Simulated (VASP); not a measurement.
Wanted: the native input for a VASP 6.6.1 run.

| Quantity | Value |
| --- | --- |
| Task | single point |
| Functional | PBE |
| Potentials or basis | VASP PAW PBE potentials, release 64 (Be, Zn, Se) |
| Cutoff | 520 eV |
| k mesh | 4 × 2 × 4 |
| Occupations | gaussian, width 0.1 eV |
| Spin | no spin polarisation |
| Dipole correction | no |
| Further INCAR settings | ALGO = Normal; EDIFF = 1e-07; NBANDS = 41 |

The structure of BeZn3Se4 lies in POSCAR:

```
BeZn3Se4
1.0
    3.8724243600      0.0000000000      0.0000000000
    0.0000000000      7.7448487300      0.0000000000
    0.0000000000      0.0000000000      5.4764350500
Be Zn Se
1 3 4
Direct
    0.5000000000      0.0000000000      0.5000000000
    0.0000000000      0.7500000000      0.0000000000
    0.0000000000      0.2500000000      0.0000000000
    0.5000000000      0.5000000000      0.5000000000
    0.5000000000      0.7500000000      0.7500000000
    0.0000000000      0.0000000000      0.2500000000
    0.5000000000      0.2500000000      0.7500000000
    0.0000000000      0.5000000000      0.2500000000
```

The input as run:

INCAR

```
ALGO = Normal
EDIFF = 1E-7
ENCUT = 520
GGA = PE
ISIF = 2
ISMEAR = 0
LASPH = True
LCHARG = True
LELF = True
LREAL = False
LVHAR = True
LWAVE = False
NBANDS = 41
NELM = 100
PREC = Accurate
SIGMA = 0.1
```

KPOINTS

```
k-points
0
Gamma
  4 2 4
```

Potentials or basis: VASP PAW PBE potentials, release 64 (Be, Zn, Se).

Launch:

```console
$ cat potpaw_PBE.64/Be/POTCAR potpaw_PBE.64/Zn/POTCAR potpaw_PBE.64/Se/POTCAR > POTCAR
$ mpirun -np 1 vasp_std > vasp.out
```

Results of the run:

```
Pressure               : 6.1 GPa
Largest force          : 1.777 eV/Å
Band gap on the k mesh : 2.01 eV
```

Caveat: the cell stands under pressure; forces of over 1 eV/Å act on the atoms, so gaps and moduli don't describe the material at rest.

It took 84 s on 1 thread of Intel(R) Xeon(R) 6975P-C (Granite Rapids), with other jobs on the host, peak memory 0.31 GiB.
